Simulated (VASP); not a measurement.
# Be (P6_3/mmc) in VASP: notebook

The runs below take Be through single point, relaxation of cell and atoms, with LDA.

Program: VASP 6.6.1. These are calculated values, not measurements. Logs are shortened: lines on timing, memory, paths and dates and some standing lists are left out, and cuts for length are marked.

### Step 1. The cell of the first run

Symmetry: P6_3/mmc, No. 194, hexagonal system. Conventional cell: a = 2.226 Å, b = 2.226 Å, c = 3.517 Å, α = 90.00°, β = 90.00°, γ = 120.00°. Within 2.9 Å of Be (site symmetry -6m2) lie 12 Be at 2.18 to 2.23 Å.

### Step 2. Single point, LDA

The input, INCAR:

```
PREC     = Accurate       # precision mode
ENCUT    = 520            # plane-wave cutoff, eV
EDIFF    = 1E-6           # SCF threshold, eV
ISMEAR   = -1             # smearing method
SIGMA    = 0.1            # smearing width, eV
LREAL    = F              # projectors in reciprocal space
LASPH    = T              # aspherical terms in the spheres
NELM     = 100            # most SCF steps
ALGO     = Normal         # electronic algorithm
ISIF     = 2              # what is computed and relaxed
LWAVE    = F              # write WAVECAR
LCHARG   = F              # write CHGCAR
NBANDS   = 9              # bands
```

The input, KPOINTS:

```
Automatic mesh
0
Gamma
  11 11 6
```

The input, POSCAR:

```
Be
1.0
    2.2261083357      0.0000000000      0.0000000000
   -1.1130541678      1.9278663703      0.0000000000
    0.0000000000      0.0000000000      3.5167580792
Be
2
Direct
    0.3333333333      0.6666666667      0.2500000000
    0.6666666667      0.3333333333      0.7500000000
```

Potentials or basis: VASP PAW LDA potentials, release 64 (Be).

Launch:

```sh
cat potpaw_LDA.64/Be/POTCAR > POTCAR
mpirun -np 1 vasp_std > vasp.out
```

OUTCAR:

```text
PREC = Accurate
   ENCUT = 520
   EDIFF = 1E-6
   ISMEAR = -1
   LREAL = F
   LASPH = T
   NELM = 100
   ISIF = 2

 ion  position               nearest neighbor table
   1  0.333  0.667  0.250-   2 2.18   2 2.18   2 2.18   2 2.18   2 2.18   2 2.18
   2  0.667  0.333  0.750-   1 2.18   1 2.18   1 2.18   1 2.18   1 2.18   1 2.18

  LATTYP: Found a hexagonal cell.
 ALAT       =     2.2261083357
 C/A-ratio  =     1.5797784963

  Lattice vectors:

 A1 = (   2.2261083357,   0.0000000000,   0.0000000000)
 A2 = (  -1.1130541678,   1.9278663703,   0.0000000000)
 A3 = (   0.0000000000,   0.0000000000,   3.5167580792)

Analysis of symmetry for initial positions (statically):
=====================================================================
 Subroutine PRICEL returns:
 Original cell was already a primitive cell.

 Routine SETGRP: Setting up the symmetry group for a
 hexagonal supercell.

 Subroutine GETGRP returns: Found 24 space group operations
 (whereof 12 operations were pure point group operations)
 out of a pool of 24 trial point group operations.

The static configuration has the point symmetry D_3d.
 The point group associated with its full space group is D_6h.

Analysis of symmetry for dynamics (positions and initial velocities):
=====================================================================
 Subroutine PRICEL returns:
 Original cell was already a primitive cell.

 Routine SETGRP: Setting up the symmetry group for a
 hexagonal supercell.

 Subroutine GETGRP returns: Found 24 space group operations
 (whereof 12 operations were pure point group operations)
 out of a pool of 24 trial point group operations.

The dynamic configuration has the point symmetry D_3d.
 The point group associated with its full space group is D_6h.

 Subroutine INISYM returns: Found 24 space group operations
 (whereof 12 operations are pure point group operations),
 and found     1 'primitive' translations

----------------------------------------------------------------------------------------

                                     Primitive cell

  volume of cell :      15.0927

  direct lattice vectors                    reciprocal lattice vectors
     2.226108336  0.000000000  0.000000000     0.449214436  0.259354075  0.000000000
    -1.113054168  1.927866370  0.000000000     0.000000000  0.518708151  0.000000000
     0.000000000  0.000000000  3.516758079     0.000000000  0.000000000  0.284352798

  length of vectors
     2.226108336  2.226108336  3.516758079     0.518708151  0.518708151  0.284352798

  position of ions in fractional coordinates (direct lattice)
     0.333333333  0.666666667  0.250000000
     0.666666667  0.333333333  0.750000000

  ion indices of the primitive-cell ions
   primitive index   ion index
                 1           1
                 2           2

----------------------------------------------------------------------------------------

 KPOINTS: Automatic mesh

Automatic generation of k-mesh.
 Grid dimensions read from file:
 generate k-points for:   11   11    6

 Generating k-lattice:

  Cartesian coordinates                     Fractional coordinates (reciprocal lattice)
     0.040837676  0.023577643  0.000000000     0.090909091 -0.000000000  0.000000000
     0.000000000  0.047155286  0.000000000     0.000000000  0.090909091  0.000000000
     0.000000000  0.000000000  0.047392133     0.000000000  0.000000000  0.166666667

  Length of vectors
     0.047155286  0.047155286  0.047392133

  Shift w.r.t. Gamma in fractional coordinates (k-lattice)
     0.000000000  0.000000000  0.000000000

 Subroutine IBZKPT returns following result:
 ===========================================

 Found     64 irreducible k-points:

 Following reciprocal coordinates:
            Coordinates               Weight
  0.000000  0.000000  0.000000      1.000000
  0.090909  0.000000  0.000000      6.000000
  0.181818  0.000000  0.000000      6.000000
  0.272727  0.000000  0.000000      6.000000
  0.363636  0.000000  0.000000      6.000000
  0.454545  0.000000  0.000000      6.000000
[... 16 lines left out ...]
  0.090909  0.090909  0.166667     12.000000
  0.181818  0.090909  0.166667     24.000000
 [... further k-points ...]
   k-points           NKPTS =     64   k-points in BZ     NKDIM =     64   number of bands    NBANDS=      9
   number of dos      NEDOS =    301   number of ions     NIONS =      2
   total plane-waves  NPLWV =   9072
   dimension x,y,z NGX =    18 NGY =   18 NGZ =   28
   dimension x,y,z NGXF=    36 NGYF=   36 NGZF=   56
   ions per type =               2
   NGX,Y,Z   is equivalent  to a cutoff of  13.44, 13.44, 13.24 a.u.
   NGXF,Y,Z  is equivalent  to a cutoff of  26.88, 26.88, 26.47 a.u.
 SYSTEM =  unknown system
   PREC   = accura    normal or accurate (medium, high low for compatibility)
   ISTART =      0    job   : 0-new  1-cont  2-samecut
   ICHARG =      2    charge: 1-file 2-atom 10-const
   ISPIN  =      1    spin polarized calculation?
   LNONCOLLINEAR =      F non collinear calculations
   LSORBIT =      F    spin-orbit coupling
   LASPH  =      T    aspherical Exc in radial PAW
   ENCUT  =  520.0 eV  38.22 Ry    6.18 a.u.   4.14  4.14  6.54*2*pi/ulx,y,z
   NELM   =    100;   NELMIN=  2; NELMDL= -5     # of ELM steps
   EDIFF  = 0.1E-05   stopping-criterion for ELM
   LREAL  =      F    real-space projection
   EDIFFG = 0.1E-04   stopping-criterion for IOM
   NSW    =      0    number of steps for IOM
   IBRION =     -1    ionic relax: 0-MD 1-quasi-New 2-CG
   NFREE  =      0    steps in history (QN), initial steepest desc. (CG)
   ISIF   =      2    stress and relaxation
   ISYM   =      2    0-nonsym 1-usesym 2-fastsym
   POTIM  = 0.5000    time-step for ionic-motion
   TEBEG  =    0.0;   TEEND  =   0.0 temperature during run
   PSTRESS=    0.0 pullay stress
   NELECT =       4.0000    total number of electrons
   NUPDOWN=      -1.0000    fix difference up-down
   EMIN   =  10.00;   EMAX   =-10.00  energy-range for DOS
   EFERMI =   0.00;   METHOD = LEGACY
   ISMEAR =    -1;   SIGMA  =   0.10  broadening in eV -4-tet -1-fermi 0-gaus
   EFERMI_NEDOS =   21; number of points for ismear=-14 and -15
   IALGO  =     38    algorithm
   IMIX   =      4    mixing-type and parameters
     AMIX     =   0.40;   BMIX     =  1.00
     AMIX_MAG =   1.60;   BMIX_MAG =  1.00
  volume/ion in A,a.u.               =       7.55        50.93
  Fermi-wavevector in a.u.,A,eV,Ry     =   1.051573  1.987186 15.045412  1.105807
  Thomas-Fermi vector in A             =   2.186622
   LORBIT       =      0    0 simple, 1 ext, 2 COOP (PROOUT), +10 PAW based schemes
   GGA     = CA    functional components
   LHFCALC =     F    Hartree Fock is set to
   AEXX    =    0.0000 exact exchange contribution
   IVDW    =     0    specifies the selected vdW correction
   LEPSILON=     F    determine dielectric tensor
   LRPA    =     F    only Hartree local field effects (RPA)
 non-spin polarized calculation
  energy-cutoff  :      520.00
  volume of cell :       15.09
 maximum number of plane-waves:       418
 NGX is ok and might be reduce to    18
   NGX =  9   NGY =  9   NGZ = 13

 number of electron       4.0000000 magnetization

 Free energy of the ion-electron system (eV)
  ---------------------------------------------------
  ext. energy  EPLUGINS =         0.00000000
  ---------------------------------------------------
  free energy    TOTEN  =        -8.40759337 eV

  energy without entropy =       -8.39969248  energy(sigma->0) =       -8.40364293

 E-fermi :   7.4634     XC(G=0): -10.7756

 val. band max:        7.3865708397   @ k =   0.3636   0.2727   0.3333
 cond. band min:       7.5071951913   @ k =   0.3636   0.2727   0.1667
 fundamental gap:      0.1206243516
 Fermi energy:         7.4634294453

 k-point     1 :       0.0000    0.0000    0.0000
  band No.  band energies     occupation
      1      -4.2999      2.00000
      2       2.5139      2.00000
      3       8.4875      0.00007
      4      23.5422      0.00000
      5      23.5422      0.00000
      6      26.4517      0.00000
      7      26.4517      0.00000
      8      28.4291      0.00000
      9      35.2090      0.00000

 k-point     2 :       0.0909    0.0000    0.0000
  band No.  band energies     occupation
      1      -4.0621      2.00000
      2       2.8353      2.00000
      3       8.5359      0.00004
      4      21.7581      0.00000
      5      22.2770      0.00000
      6      26.4574      0.00000
      7      26.9553      0.00000
      8      27.9677      0.00000
      9      32.2651      0.00000

 k-point     3 :       0.1818    0.0000    0.0000
  band No.  band energies     occupation
      1      -3.3474      2.00000
      2       3.7966      2.00000
      3       8.6234      0.00002
      4      18.2061      0.00000
      5      20.3107      0.00000
      6      25.9355      0.00000
      7      26.0685      0.00000
      8      26.7330      0.00000
      9      28.8370      0.00000

 k-point     4 :       0.2727    0.0000    0.0000
  band No.  band energies     occupation
      1      -2.1561      2.00000
      2       5.3865      2.00000
      3       8.3964      0.00018
      4      15.0150      0.00000
      5      18.6385      0.00000
      6      22.4446      0.00000
      7      23.3309      0.00000
      8      25.8327      0.00000
      9      27.7165      0.00000
[... 205 lines left out ...]
 k-point    22 :       0.4545    0.0000    0.1667
  band No.  band energies     occupation
      1       1.6420      2.00000
      2       4.5297      2.00000
      3       9.5605      0.00000
      4      12.2837      0.00000
      5      16.7953      0.00000
      6      17.1793      0.00000
      7      19.5332      0.00000
      8      23.4652      0.00000
      9      27.4944      0.00000

 k-point    23 :       0.0909    0.0909    0.1667
  band No.  band energies     occupation
      1      -3.3446      2.00000
      2       2.2120      2.00000
      3      10.4363      0.00000
      4      19.8010      0.00000
      5      20.4577      0.00000
      6      25.4661      0.00000
      7      25.8958      0.00000
      8      26.0940      0.00000
      9      31.2936      0.00000

 k-point    24 :       0.1818    0.0909    0.1667
  band No.  band energies     occupation
      1      -2.3891      2.00000
      2       3.2916      2.00000
      3      10.6141      0.00000
      4      16.3648      0.00000
      5      18.4872      0.00000
      6      22.7190      0.00000
      7      24.4845      0.00000
      8      25.4805      0.00000
      9      30.0923      0.00000

 [... further k-points ...]
[... 5 lines left out ...]
  --------------------------------------------------------------------------------------
  -------------------------------------------------------------------------------------
  Total        0.0429614      0.0429614      0.0432512      0.0000000     -0.0000000      0.0000000
  in kB        4.5606108      4.5606108      4.5913797      0.0000000     -0.0000000      0.0000000
  external PRESSURE =       4.5708671 kB  Pullay stress =       0.0000000 kB

 VOLUME and BASIS-vectors are now :
 -----------------------------------------------------------------------------
  energy-cutoff  :      520.00
  volume of cell :       15.09
      direct lattice vectors                 reciprocal lattice vectors
     2.226108336  0.000000000  0.000000000     0.449214436  0.259354075  0.000000000
    -1.113054168  1.927866370  0.000000000     0.000000000  0.518708151  0.000000000
     0.000000000  0.000000000  3.516758079     0.000000000  0.000000000  0.284352798

 POSITION                                       TOTAL-FORCE (eV/Angst)
 -----------------------------------------------------------------------------------
     -0.00000      1.28524      0.87919         0.000000      0.000000      0.000000
      1.11305      0.64262      2.63757        -0.000000     -0.000000      0.000000
 -----------------------------------------------------------------------------------
    total drift:                                0.000000     -0.000000      0.000000

  FREE ENERGIE OF THE ION-ELECTRON SYSTEM (eV)
  ---------------------------------------------------
  free  energy   TOTEN  =        -8.4075933744 eV

  energy  without entropy=       -8.3996924812  energy(sigma->0) =       -8.40364293
```

It took 3.1 s on 1 thread of AMD EPYC 9R45 (Zen 5), shared host; peak memory 0.09 GiB.

Results:

```yaml
Free_energy: -8.4076 eV
Pressure: 0.5 GPa
Band_gap_on_the_k_mesh: zero (band 2 reaches 7.78 eV, above the bottom of band 3 at 7.39 eV)
```

Levels at points of the mesh, in eV from the Fermi level:
```
           k point  band 1  band 2  band 3  band 4  band 5  band 6
(0.00, 0.00, 0.00)  -11.76   -4.95    1.02   16.08   16.08   18.99
(0.00, 0.00, 0.50)   -9.61   -9.61   10.65   10.65   17.75   17.75
```

### Step 3. Relaxation of cell and atoms, LDA

This run uses another cell than the first one, of 8.11 Å³/atom, 1.074 times its volume.

The input, INCAR:

```
SYSTEM = Be
ALGO = Normal
EDIFF = 1E-6
EDIFFG = -0.02
ENCUT = 600
IBRION = 2
ISIF = 3
ISMEAR = -1
LASPH = .TRUE.
LCHARG = .FALSE.
LREAL = .FALSE.
LWAVE = .FALSE.
NELM = 60
NSW = 80
PREC = Accurate
SIGMA = 0.1
```

The input, KPOINTS:

```
k-points
0
G
  11 11 6
  0 0 0
```

The input, POSCAR:

```
Be
1.0
    2.2853000000      0.0000000000      0.0000000000
   -1.1426500000      1.9791278600      0.0000000000
    0.0000000000      0.0000000000      3.5842000000
Be
2
Direct
    0.3333333333      0.6666666667      0.2500000000
    0.6666666667      0.3333333333      0.7500000000
```

Potentials or basis: VASP PAW LDA potentials, release 64 (Be).

Launch:

```sh
cat potpaw_LDA.64/Be/POTCAR > POTCAR
mpirun -np 1 vasp_std > vasp.out
```

OUTCAR:

```text
SYSTEM = Be
   EDIFF = 1E-6
   EDIFFG = -0.02
   ENCUT = 600
   IBRION = 2
   ISIF = 3
   ISMEAR = -1
   LASPH = .TRUE.
   LREAL = .FALSE.
   NELM = 60
   NSW = 80
   PREC = Accurate

 ion  position               nearest neighbor table
   1  0.333  0.667  0.250-   2 2.23   2 2.23   2 2.23   2 2.23   2 2.23   2 2.23
   2  0.667  0.333  0.750-   1 2.23   1 2.23   1 2.23   1 2.23   1 2.23   1 2.23

  LATTYP: Found a hexagonal cell.
 ALAT       =     2.2853000000
 C/A-ratio  =     1.5683717674

  Lattice vectors:

 A1 = (   2.2853000000,   0.0000000000,   0.0000000000)
 A2 = (  -1.1426500000,   1.9791278600,   0.0000000000)
 A3 = (   0.0000000000,   0.0000000000,   3.5842000000)

Analysis of symmetry for initial positions (statically):
=====================================================================
 Subroutine PRICEL returns:
 Original cell was already a primitive cell.

 Routine SETGRP: Setting up the symmetry group for a
 hexagonal supercell.

 Subroutine GETGRP returns: Found 24 space group operations
 (whereof 12 operations were pure point group operations)
 out of a pool of 24 trial point group operations.

The static configuration has the point symmetry D_3d.
[... 168 lines left out ...]
  Direction    XX          YY          ZZ          XY          YZ          ZX
  --------------------------------------------------------------------------------------
  -------------------------------------------------------------------------------------
  Total       -0.8397991     -0.8397991     -0.7184333     -0.0000000      0.0000000      0.0000000
  in kB      -82.9997297    -82.9997301    -71.0048025     -0.0000000      0.0000000      0.0000000
  external PRESSURE =     -79.0014208 kB  Pullay stress =       0.0000000 kB
[... 131 lines left out ...]
--------------------------------------- Ionic step        5  -------------------------------------------

 number of electron       4.0000000 magnetization

 Free energy of the ion-electron system (eV)
  ---------------------------------------------------
  ext. energy  EPLUGINS =         0.00000000
  ---------------------------------------------------
  free energy    TOTEN  =        -8.40773353 eV

  energy without entropy =       -8.39983748  energy(sigma->0) =       -8.40378550

 E-fermi :   7.4416     XC(G=0): -10.7677

 val. band max:        7.3646775719   @ k =   0.3636   0.2727   0.3333
 cond. band min:       7.4839358764   @ k =   0.3636   0.2727   0.1667
 fundamental gap:      0.1192583045
 Fermi energy:         7.4416164811

 k-point     1 :       0.0000    0.0000    0.0000
  band No.  band energies     occupation
      1      -4.3068      2.00000
      2       2.5084      2.00000
      3       8.4688      0.00007
      4      23.4796      0.00000
      5      23.4796      0.00000
      6      26.3870      0.00000
[... 199 lines left out ...]
 k-point    24 :       0.1818    0.0909    0.1667
  band No.  band energies     occupation
      1      -2.3979      2.00000
      2       3.2812      2.00000
      3      10.5956      0.00000
      4      16.3211      0.00000
      5      18.4374      0.00000
      6      22.6666      0.00000

 [... further k-points ...]
[... 5 lines left out ...]
  --------------------------------------------------------------------------------------
  -------------------------------------------------------------------------------------
  Total        0.0090496      0.0090496      0.0246518      0.0000000      0.0000000      0.0000000
  in kB        0.9583817      0.9583817      2.6107162      0.0000000      0.0000000      0.0000000
  external PRESSURE =       1.5091599 kB  Pullay stress =       0.0000000 kB
[... 17 lines left out ...]
  FREE ENERGIE OF THE ION-ELECTRON SYSTEM (eV)
  ---------------------------------------------------
  free  energy   TOTEN  =        -8.4077335277 eV

  energy  without entropy=       -8.3998374763  energy(sigma->0) =       -8.40378550

 reached required accuracy - stopping structural energy minimisation
```

It took 5.5 s on 1 thread of AMD EPYC 9R45 (Zen 5), shared host; peak memory 0.09 GiB.

Results:

```yaml
Free_energy: -8.4077 eV
Relaxed_volume: 7.56 Å³/atom
Relaxed_cell: a = 2.228 Å, b = 2.228 Å, c = 3.518 Å, α = 90.00°, β = 90.00°, γ = 120.00°
Space_group_after_relaxing_to_0.05_Å: P6_3/mmc (No. 194)
Energy_gained_by_relaxing: 13.9 meV/atom
Ionic_steps: 5
Pressure_after_relaxing: 0.2 GPa
Band_gap_on_the_k_mesh: zero (band 2 reaches 7.76 eV, above the bottom of band 3 at 7.36 eV)
```

The path:
| step | energy change (eV) | largest force (eV/Å) | pressure (GPa) | volume (Å³) |
| --- | --- | --- | --- | --- |
| 1 | 0.0000 | 0.0000 | -7.90 | 16.21 |
| 2 | -0.0272 | 0.0000 | -1.19 | 15.29 |
| 3 | -0.0277 | 0.0000 | 0.00 | 15.15 |
| 4 | -0.0277 | 0.0000 | 0.18 | 15.13 |
| 5 | -0.0279 | 0.0000 | 0.15 | 15.13 |

Final structure:
```xyz
2
Lattice="2.2283 0.0000 0.0000 -1.1141 1.9298 0.0000 0.0000 0.0000 3.5182" Properties=species:S:1:pos:R:3 pbc="T T T"
Be    0.0000    1.2865    0.8796
Be    1.1141    0.6433    2.6387
```

Levels at points of the mesh, in eV from the Fermi level:
```tsv
k point	band 1	band 2	band 3	band 4	band 5
(0.00, 0.00, 0.00)	-11.75	-4.93	1.03	16.04	16.04
(0.00, 0.00, 0.50)	-9.60	-9.60	10.64	10.64	17.70
```

LDA usually gives volumes a few per cent too small. Zero-point motion and thermal expansion aren't in these numbers.
